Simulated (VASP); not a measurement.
GaSb3:

```
Ga Sb
1.0
     0.00000    3.73060    3.73060
     3.73060    0.00000    3.73060
     3.73060    3.73060    0.00000
Ga Sb
1 3
Direct
  0.00000 0.00000 0.00000
  0.25000 0.25000 0.25000
  0.75000 0.75000 0.75000
  0.50000 0.50000 0.50000
```

```yaml
Program: VASP 6.6.1
Task: relaxation of cell and atoms
Functional: PBE
Dispersion: D3(BJ)
Potentials_or_basis: VASP PAW PBE potentials, release 64 (Ga_d, Sb)
Cutoff: 600 eV
k_mesh: 10 × 10 × 10
Occupations: gaussian, width 0.1 eV
Spin: no spin polarisation
```

At the start: pressure -3.6 GPa; volume 25.96 Å³/atom.

**Question.** Where does the relaxation end?

**Answer.** Over 3 steps the energy falls by 20.5 meV/atom and the volume is 24.24 Å³/atom (-6.6 %); space group Fm-3m (No. 225, to 0.05 Å).

The path:
```tsv
step	energy change (eV)	largest force (eV/Å)	pressure (GPa)	volume (Å³)
1	0.0000	0.0000	-3.58	103.84
2	-0.0767	0.0000	1.05	95.37
3	-0.0819	0.0000	0.01	96.95
```

Final structure:
```
CELL_PARAMETERS angstrom
0.00000 3.64618 3.64618
3.64618 0.00000 3.64618
3.64618 3.64618 0.00000
ATOMIC_POSITIONS crystal
Ga 0.00000 0.00000 0.00000
Sb 0.25000 0.25000 0.25000
Sb 0.75000 0.75000 0.75000
Sb 0.50000 0.50000 0.50000
```
